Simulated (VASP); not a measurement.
# Sb (Im-3m) in VASP: a series of runs

Sb is run at these levels: BLYP; tasks: single point.

All numbers are computed with VASP 6.6.1; they aren't measurements. Logs are shortened: lines on timing, memory, paths and dates and some standing lists are left out, and cuts for length are marked.

## Step 1: The cell of the first run

The structure is cubic, space group Im-3m (No. 229). Conventional cell: a = 3.749 Å, b = 3.749 Å, c = 3.749 Å, α = 90.00°, β = 90.00°, γ = 90.00°. Within 4.3 Å of Sb (site symmetry m-3m) lie 14 Sb at 3.25 to 3.75 Å.

## Step 2: Single point, BLYP (volume scaled by 0.88)

Input file INCAR:

```
SYSTEM = Sb
PREC     = Accurate       ! precision mode
ENCUT    = 520            ! plane-wave cutoff, eV
EDIFF    = 1E-6           ! SCF threshold, eV
ISMEAR   = -1             ! smearing method
SIGMA    = 0.1            ! smearing width, eV
LREAL    = .FALSE.        ! projectors in reciprocal space
LASPH    = .TRUE.         ! aspherical terms in the spheres
NELM     = 80             ! most SCF steps
ALGO     = Normal         ! electronic algorithm
ISIF     = 2              ! what is computed and relaxed
LWAVE    = .FALSE.        ! write WAVECAR
LCHARG   = .TRUE.         ! write CHGCAR
GGA      = B5             ! functional
ALDAX    = 1.0          
AGGAX    = 1.0          
AGGAC    = 1.0          
ALDAC    = 0.0          
LELF     = .TRUE.         ! ELF
LVHAR    = .TRUE.       
NBANDS   = 8              ! bands
```

Input file KPOINTS:

```
regular mesh
0
G
  13 13 13
  0 0 0
```

Input file POSCAR:

```
Sb
1.0
   -1.8746202736      1.8746202736      1.8746202736
    1.8746202736     -1.8746202736      1.8746202736
    1.8746202736      1.8746202736     -1.8746202736
Sb
1
Direct
    0.0000000000      0.0000000000      0.0000000000
```

Potentials or basis: VASP PAW PBE potentials, release 64 (Sb).

On the command line:

```
cat potpaw_PBE.64/Sb/POTCAR > POTCAR
mpirun -np 1 vasp_std > vasp.out
```

OUTCAR:

```text
SYSTEM = Sb
   PREC = Accurate
   ENCUT = 520
   EDIFF = 1E-6
   ISMEAR = -1
   LREAL = .FALSE.
   LASPH = .TRUE.
   NELM = 80
   ISIF = 2
   GGA = B5

 ion  position               nearest neighbor table
   1  0.000  0.000  0.000-

  LATTYP: Found a body centered cubic cell.
 ALAT       =     3.7492405472

  Lattice vectors:

 A1 = (  -1.8746202736,   1.8746202736,   1.8746202736)
 A2 = (   1.8746202736,  -1.8746202736,   1.8746202736)
 A3 = (   1.8746202736,   1.8746202736,  -1.8746202736)

Analysis of symmetry for initial positions (statically):
=====================================================================
 Subroutine PRICEL returns:
 Original cell was already a primitive cell.

 Routine SETGRP: Setting up the symmetry group for a
 body centered cubic supercell.

 Subroutine GETGRP returns: Found 48 space group operations
 (whereof 48 operations were pure point group operations)
 out of a pool of 48 trial point group operations.

The static configuration has the point symmetry O_h .

Analysis of symmetry for dynamics (positions and initial velocities):
=====================================================================
 Subroutine PRICEL returns:
 Original cell was already a primitive cell.

 Routine SETGRP: Setting up the symmetry group for a
 body centered cubic supercell.

 Subroutine GETGRP returns: Found 48 space group operations
 (whereof 48 operations were pure point group operations)
 out of a pool of 48 trial point group operations.

The dynamic configuration has the point symmetry O_h .

 Subroutine INISYM returns: Found 48 space group operations
 (whereof 48 operations are pure point group operations),
 and found     1 'primitive' translations

----------------------------------------------------------------------------------------

                                     Primitive cell

  volume of cell :      26.3512

  direct lattice vectors                    reciprocal lattice vectors
    -1.874620274  1.874620274  1.874620274     0.000000000  0.266720683  0.266720683
     1.874620274 -1.874620274  1.874620274     0.266720683  0.000000000  0.266720683
     1.874620274  1.874620274 -1.874620274     0.266720683  0.266720683  0.000000000

  length of vectors
     3.246937559  3.246937559  3.246937559     0.377200007  0.377200007  0.377200007

[... 76 lines left out ...]
   ENCUT  =  520.0 eV  38.22 Ry    6.18 a.u.   6.04  6.04  6.04*2*pi/ulx,y,z
   NELM   =     80;   NELMIN=  2; NELMDL= -5     # of ELM steps
   EDIFF  = 0.1E-05   stopping-criterion for ELM
   LREAL  =      F    real-space projection
   EDIFFG = 0.1E-04   stopping-criterion for IOM
   NSW    =      0    number of steps for IOM
   IBRION =     -1    ionic relax: 0-MD 1-quasi-New 2-CG
   NFREE  =      0    steps in history (QN), initial steepest desc. (CG)
   ISIF   =      2    stress and relaxation
   ISYM   =      2    0-nonsym 1-usesym 2-fastsym
   POTIM  = 0.5000    time-step for ionic-motion
   TEBEG  =    0.0;   TEEND  =   0.0 temperature during run
   PSTRESS=    0.0 pullay stress
   NELECT =       5.0000    total number of electrons
   NUPDOWN=      -1.0000    fix difference up-down
   EMIN   =  10.00;   EMAX   =-10.00  energy-range for DOS
   EFERMI =   0.00;   METHOD = LEGACY
   ISMEAR =    -1;   SIGMA  =   0.10  broadening in eV -4-tet -1-fermi 0-gaus
   EFERMI_NEDOS =   21; number of points for ismear=-14 and -15
   IALGO  =     38    algorithm
   IMIX   =      4    mixing-type and parameters
     AMIX     =   0.40;   BMIX     =  1.00
     AMIX_MAG =   1.60;   BMIX_MAG =  1.00
  volume/ion in A,a.u.               =      26.35       177.83
  Fermi-wavevector in a.u.,A,eV,Ry     =   0.940730  1.777721 12.040780  0.884972
  Thomas-Fermi vector in A             =   2.068170
   LORBIT       =      0    0 simple, 1 ext, 2 COOP (PROOUT), +10 PAW based schemes
   GGA     = B5    functional components
   LHFCALC =     F    Hartree Fock is set to
   AEXX    =    0.0000 exact exchange contribution
   IVDW    =     0    specifies the selected vdW correction
   LEPSILON=     F    determine dielectric tensor
   LRPA    =     F    only Hartree local field effects (RPA)
 non-spin polarized calculation
  energy-cutoff  :      520.00
  volume of cell :       26.35
 maximum number of plane-waves:       722
   NGX = 13   NGY = 13   NGZ = 13

 number of electron       4.9999999 magnetization

 Free energy of the ion-electron system (eV)
  ---------------------------------------------------
  ext. energy  EPLUGINS =         0.00000000
  ---------------------------------------------------
  free energy    TOTEN  =        -2.94688201 eV

  energy without entropy =       -2.92307950  energy(sigma->0) =       -2.93498076

 E-fermi :   9.1758     XC(G=0):  -9.6504

 val. band max:        9.1723843137   @ k =   0.3077   0.1538   0.0000
 cond. band min:       9.2217687661   @ k =   0.2308   0.1538   0.1538
 fundamental gap:      0.0493844524
 Fermi energy:         9.1757742695

 k-point     1 :       0.0000    0.0000    0.0000
  band No.  band energies     occupation
      1      -3.7880      2.00000
      2      14.6877      0.00000
      3      14.6877      0.00000
      4      14.6877      0.00000
      5      19.9362      0.00000
      6      19.9362      0.00000
      7      19.9362      0.00000
      8      21.3619      0.00000
[... 243 lines left out ...]
 k-point    24 :       0.2308    0.0769    0.0769
  band No.  band energies     occupation
      1      -1.5922      2.00000
      2       7.2432      2.00000
      3      10.5698      0.00000
      4      11.9477      0.00000
      5      18.3434      0.00000
      6      18.6108      0.00000
      7      21.7578      0.00000
      8      22.4957      0.00000

 [... further k-points ...]

------------------------ aborting loop because EDIFF is reached ----------------------------------------

  FORCE on cell =-STRESS in cart. coord.  units (eV):
  Direction    XX          YY          ZZ          XY          YZ          ZX
  --------------------------------------------------------------------------------------
  -------------------------------------------------------------------------------------
  Total        1.3439185      1.3439185      1.3439185     -0.0000000      0.0000000      0.0000000
  in kB       81.7115794     81.7115794     81.7115794     -0.0000000      0.0000000      0.0000000
  external PRESSURE =      81.7115794 kB  Pullay stress =       0.0000000 kB

 VOLUME and BASIS-vectors are now :
 -----------------------------------------------------------------------------
  energy-cutoff  :      520.00
  volume of cell :       26.35
      direct lattice vectors                 reciprocal lattice vectors
    -1.874620274  1.874620274  1.874620274     0.000000000  0.266720683  0.266720683
     1.874620274 -1.874620274  1.874620274     0.266720683  0.000000000  0.266720683
     1.874620274  1.874620274 -1.874620274     0.266720683  0.266720683  0.000000000

 POSITION                                       TOTAL-FORCE (eV/Angst)
 -----------------------------------------------------------------------------------
      0.00000      0.00000      0.00000        -0.000000     -0.000000      0.000000
 -----------------------------------------------------------------------------------
    total drift:                                0.000000      0.000000      0.000000

  FREE ENERGIE OF THE ION-ELECTRON SYSTEM (eV)
  ---------------------------------------------------
  free  energy   TOTEN  =        -2.9468820136 eV

  energy  without entropy=       -2.9230795009  energy(sigma->0) =       -2.93498076
```

Wall time 12 s (1 thread of Intel Xeon Platinum 8259CL at 2.50GHz (Skylake/Cascade Lake), shared host); peak memory 0.14 GiB.

What came out:

- Free energy: -2.9469 eV
- Pressure: 8.2 GPa

Caveat: the PAW data sets were made with another functional, which shifts forces and pressure a little; spin-orbit coupling is left out, which moves the levels of the heavy elements.

## Step 3: Single point, BLYP (volume scaled by 0.92)

Input file INCAR:

```
PREC     = Accurate       # precision mode
ENCUT    = 520            # plane-wave cutoff, eV
EDIFF    = 1E-7           # SCF threshold, eV
ISMEAR   = -1             # smearing method
SIGMA    = 0.1            # smearing width, eV
LREAL    = False          # projectors in reciprocal space
LASPH    = True           # aspherical terms in the spheres
NELM     = 80             # most SCF steps
ALGO     = Normal         # electronic algorithm
ISIF     = 2              # what is computed and relaxed
LWAVE    = False          # write WAVECAR
LCHARG   = False          # write CHGCAR
GGA      = B5             # functional
ALDAX    = 1.0          
AGGAX    = 1.0          
AGGAC    = 1.0          
ALDAC    = 0.0          
NBANDS   = 8              # bands
```

Input file KPOINTS:

```
regular mesh
0
Gamma
  13 13 13
```

Input file POSCAR:

```
Sb
1.0
   -1.9026038062      1.9026038062      1.9026038062
    1.9026038062     -1.9026038062      1.9026038062
    1.9026038062      1.9026038062     -1.9026038062
Sb
1
Direct
    0.0000000000      0.0000000000      0.0000000000
```

Potentials or basis: VASP PAW PBE potentials, release 64 (Sb).

On the command line:

```
cat potpaw_PBE.64/Sb/POTCAR > POTCAR
mpirun -np 1 vasp_std > vasp.out
```

It took 22 s on 1 thread of Intel Xeon Platinum 8259CL at 2.50GHz (Skylake/Cascade Lake), shared host; peak memory 0.16 GiB.

Results (log left out):

- Free energy: -2.9955 eV
- Pressure: 5.0 GPa

Levels at points of the mesh, in eV from the Fermi level:
| k point | band 1 | band 2 | band 3 | band 4 | band 5 | band 6 | band 7 |
| --- | --- | --- | --- | --- | --- | --- | --- |
| (0.00, 0.00, 0.00) | -12.62 | 5.17 | 5.17 | 5.17 | 10.59 | 10.59 | 10.59 |

Caveat: the PAW data sets were made with another functional, which shifts forces and pressure a little; spin-orbit coupling is left out, which moves the levels of the heavy elements.

## Step 4: Single point, BLYP (volume scaled by 0.96)

Input file INCAR:

```
SYSTEM = Sb
PREC = Accurate
ENCUT = 520
EDIFF = 1E-7
ISMEAR = -1
SIGMA = 0.1
LREAL = .FALSE.
LASPH = .TRUE.
NELM = 100
ALGO = Normal
ISIF = 2
LWAVE = .FALSE.
LCHARG = .FALSE.
GGA = B5
ALDAX = 1.0
AGGAX = 1.0
AGGAC = 1.0
ALDAC = 0.0
NBANDS = 8
```

Input file KPOINTS:

```
Automatic mesh
0
G
  13 13 13
  0 0 0
```

Input file POSCAR:

```
Sb
1.0
   -1.9297875333      1.9297875333      1.9297875333
    1.9297875333     -1.9297875333      1.9297875333
    1.9297875333      1.9297875333     -1.9297875333
Sb
1
Direct
    0.0000000000      0.0000000000      0.0000000000
```

On the command line:

```
cat potpaw_PBE.64/Sb/POTCAR > POTCAR
mpirun -np 1 vasp_std > vasp.out
```

Run time: 21 s. Hardware: 1 thread of Intel Xeon Platinum 8259CL at 2.50GHz (Skylake/Cascade Lake), shared host; peak memory 0.16 GiB.

Results (log left out):

* Free energy: -3.0226 eV
* Pressure: 2.4 GPa

Levels at points of the mesh, in eV from the Fermi level:
```csv
k point,band 1,band 2,band 3,band 4,band 5,band 6,band 7
"(0.00, 0.00, 0.00)",-12.30,4.86,4.86,4.86,10.43,10.43,10.43
```

Caveat: the PAW data sets were made with another functional, which shifts forces and pressure a little; spin-orbit coupling is left out, which moves the levels of the heavy elements.

## Step 5: The runs side by side

| cell | gap on the mesh (eV) | pressure (GPa) |
| --- | --- | --- |
| a = 3.247 Å, angles 109.5°, 1 atom | none | 8.2 |
| a = 3.295 Å, angles 109.5°, 1 atom | none | 5.0 |
| a = 3.342 Å, angles 109.5°, 1 atom | none | 2.4 |

Alike in all rows: task single point; level BLYP; potentials or basis VASP PAW PBE potentials, release 64 (Sb); no spin polarisation; k mesh 13 × 13 × 13; cutoff (eV) 520; smearing fermi-dirac 0.1 eV.

Caveats: the PAW data sets were made with another functional, which shifts forces and pressure a little; spin-orbit coupling is left out, which moves the levels of the heavy elements.

Absolute energies hang on the potentials; compare differences alone.
